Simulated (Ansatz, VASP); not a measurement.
Re: VASP beside Ansatz

```
Re
1.0
     0.00000    2.21697    1.56740
     2.21697    0.00000    1.56740
     2.21697    2.21697    0.00000
Re
1
Direct
  0.00000 0.00000 0.00000
```

Alike in both runs: task single point; functional r2SCAN; k mesh 22 × 22 × 22; occupations gaussian, width 0.15 eV; no spin polarisation.

|  | VASP | Ansatz |
| --- | --- | --- |
| version | VASP 6.6.1 | Ansatz 0.2.0 |
| potentials or method | VASP PAW PBE potentials, release 64 (Re), cutoff 520 eV | scalar-relativistic, plane waves, PAW |
| valence electrons in the cell | 7 | 15 |

|  | VASP | Ansatz | Ansatz less VASP |
| --- | --- | --- | --- |
| gap on the k mesh at the Fermi level (eV) | none | none | - |
| pressure (GPa) | -13.2 | -13.0 | +0.12 |

VASP's potentials were made for PBE, not for r2SCAN. A gap of «none» marks a metal or a gap that the smearing closes. VASP's potentials hold 7 valence electrons a cell and Ansatz's 15, so a difference there can come from the potentials and not from the codes.

Neither program's run includes spin-orbit coupling.
